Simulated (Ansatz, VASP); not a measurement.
Two plane-wave programs on Co

Contents of INCAR:

```
SYSTEM = Co
PREC = Accurate
ENCUT = 600
EDIFF = 1E-6
ISMEAR = -1
SIGMA = 0.05
LREAL = .FALSE.
LASPH = .TRUE.
NELM = 150
ALGO = Normal
ISIF = 3
LWAVE = .FALSE.
LCHARG = .FALSE.
ISPIN = 2
MAGMOM = 2 2
LORBIT = 11
LMAXMIX = 4
GGA = PE
IBRION = 2
NSW = 60
EDIFFG = -0.01
```

KPOINTS

```
Automatic mesh
0
G
  12 12 7
  0 0 0
```

POSCAR

```
Co
1.0
    2.4719999032      0.0000000000      0.0000000000
   -1.2359999516      2.1408147143      0.0000000000
    0.0000000000      0.0000000000      4.0211440800
Co
2
Direct
    0.6666666667      0.3333333333      0.7500000000
    0.3333333333      0.6666666667      0.2500000000
```

The input input.yaml:

```yaml
crystal:
  lattice:
    - [2.4719999032, 0.0, 0.0]
    - [-1.2359999516, 2.1408147143, 0.0]
    - [0.0, 0.0, 4.02114408]
  atoms:
    - { symbol: Co, position: [0.6666666667, 0.3333333333, 0.75], spin: 2.0 }
    - { symbol: Co, position: [0.3333333333, 0.6666666667, 0.25], spin: 2.0 }
hamiltonian:
  xc: pbe
  pseudopotentials: { kind: paw }
magnetization:
  spin_polarized: true
kpoints:
  mp_grid: { grid: [12, 12, 7] }
scf:
  occupations: { method: fermi_dirac, width: 0.05 }
output:
  forces: true
  stress: true
  eigenvalues: true
relax:
  f_tol: 0.01
  max_steps: 40
  cell: { stress_tol: 0.05 }
```

Alike in both runs: task relaxation of cell and atoms; functional PBE; k mesh 12 × 12 × 7; occupations fermi-dirac, width 0.05 eV; collinear spin.

|  | VASP | Ansatz |
| --- | --- | --- |
| version | VASP 6.6.1 | Ansatz 0.2.0 |
| potentials or method | VASP PAW PBE potentials, release 64 (Co) | Ansatz PAW |
| plane-wave cutoff (eV) | 600 | 420 |
| valence electrons in the cell | 18 | 34 |

Ansatz gave:

| Quantity | Value |
| --- | --- |
| gap on the k mesh at the Fermi level, each at its own relaxed structure (eV) | none |
| net moment per atom (μB) | 1.63 |
| size of the moment on the site where the two differ most (μB) | 1.70 |
| relaxed volume (Å³/atom) | 10.87 |
| relaxed cell length with the largest relative difference (Å) | 4.027 |

Question: What did VASP give for the same quantities?

Answer: gap on the k mesh at the Fermi level, each at its own relaxed structure (eV): none; net moment per atom (μB): 1.62; size of the moment on the site where the two differ most (μB): 1.64; relaxed volume (Å³/atom): 10.83; relaxed cell length with the largest relative difference (Å): 4.021.

Site moments also hang on the region over which each program counts them. A gap of «none» marks a metal or a gap that the smearing closes. VASP's potentials hold 18 valence electrons a cell and Ansatz's 34, so a difference there can come from the potentials and not from the codes.

Noted on Ansatz's run: the plane-wave basis is chosen anew once the cell has moved, so the energies of steps on either side of that aren't comparable.
